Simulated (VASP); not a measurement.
Here is a VASP 6.6.1 calculation.

File INCAR:

```
SYSTEM = BaZrO3
  PREC = Accurate
  ENCUT = 910
  EDIFF = 1E-6
  ISMEAR = 0
  SIGMA = 0.02
  LREAL = .FALSE.
  LASPH = .TRUE.
  NELM = 120
  ALGO = Normal
  ISIF = 2
  LWAVE = .FALSE.
  LCHARG = .FALSE.
  GGA = PS
  NBANDS = 28
  GGA_COMPAT = .FALSE.
```

KPOINTS

```
regular mesh
0
G
  6 6 6
  0 0 0
```

The input POSCAR:

```
BaZrO3
1.0
    4.1806569734      0.0000000000      0.0000000000
    0.0000000000      4.1806569734      0.0000000000
    0.0000000000      0.0000000000      4.1806569734
Ba Zr O
1 1 3
Direct
    0.0000000000      0.0000000000      0.0000000000
    0.5000000000      0.5000000000      0.5000000000
    0.5000000000      0.0000000000      0.5000000000
    0.5000000000      0.5000000000      0.0000000000
    0.0000000000      0.5000000000      0.5000000000
```

Potentials or basis: VASP PAW PBE potentials, release 64 (Ba_sv, Zr_sv, O_h).

Run with:

```console
$ cat potpaw_PBE.64/Ba_sv/POTCAR potpaw_PBE.64/Zr_sv/POTCAR potpaw_PBE.64/O_h/POTCAR > POTCAR
$ mpirun -np 1 vasp_std > vasp.out
```

What does it give for the pressure?

0.9 GPa.

Estimate the band gap on the k mesh.

3.13 eV, indirect (least direct gap 3.34 eV).

Caveat: the cutoff is under 1.25 times the usual one of these potentials, so pressure, stress and relaxed cells hold a basis-set (Pulay) error; the PAW data sets were made with another functional, which shifts forces and pressure a little; spin-orbit coupling is left out, which moves the levels of the heavy elements. A k mesh can miss the band edges.
